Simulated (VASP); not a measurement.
Runs of VASP 6.6.1 on BP. The structure is that of space group F-43m (No. 216), or close to it. The cells are those of the table. 

```csv
task,cell,k mesh,cutoff (eV),smearing,gap on the mesh (eV),pressure (GPa)
relaxation of cell and atoms,"relaxed from a = 3.103 Å, angles 60.0°, 2 atoms",8 × 8 × 8,600,gaussian 0.1 eV,1.28,-0.1
relaxation of cell and atoms,"relaxed from a = 3.215 Å, angles 60.0°, 2 atoms",10 × 10 × 10,600,gaussian 0.02 eV,1.25,-0.1
single point,"a = 3.216 Å, angles 60.0°, 2 atoms",10 × 10 × 10,520,gaussian 0.02 eV,1.25,-0.2
single point,"a = 3.103 Å, angles 60.0°, 2 atoms",8 × 8 × 8,500,gaussian 0.1 eV,1.12,(a)
single point,"a = 3.215 Å, angles 60.0°, 2 atoms",8 × 8 × 8,520,gaussian 0.1 eV,1.28,0.0
```

Alike in all rows: level PBE; potentials or basis VASP PAW PBE potentials, release 64 (B, P); no spin polarisation.

Q: Estimate the missing entries.

A: (a) 21.0.

Caveats: the relaxation stopped at its first step, so nothing moved (some runs).

A k mesh can miss the band edges.
